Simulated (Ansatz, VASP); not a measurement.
In2GaP3 in VASP and in Ansatz

```
In Ga P
1.0
     3.77830    0.00000    0.00000
     0.00000    3.77830    0.00000
     0.00000    0.00000    8.50618
In Ga P
2 1 3
Direct
  0.00000 0.50000 0.63915
  0.50000 0.00000 0.36085
  0.00000 0.00000 0.00000
  0.50000 0.50000 0.00000
  0.00000 0.50000 0.30204
  0.50000 0.00000 0.69796
```

Change from the starting cell: species swapped into the Zr2CuSb3 type (P-4m2, No. 115).

Alike in both runs: functional PBE; k mesh 10 × 10 × 6; occupations gaussian, width 0.1 eV; no spin polarisation.

Ansatz relaxed the structure, and its values are those at the end. VASP's run is a single point on that final structure, the one shown.

```csv
,VASP,Ansatz
version,VASP 6.6.1,Ansatz 0.2.0
potentials or method,"VASP PAW PBE potentials, release 64 (In_d, Ga_d, P), cutoff 520 eV","scalar-relativistic, plane waves, PAW"
valence electrons in the cell,54,54
```

```csv
,VASP,Ansatz,Ansatz less VASP
gap on the k mesh at the Fermi level (eV),none,none,-
pressure (GPa),0.0,0.0,0.00
```

A gap of «none» marks a metal or a gap that the smearing closes.
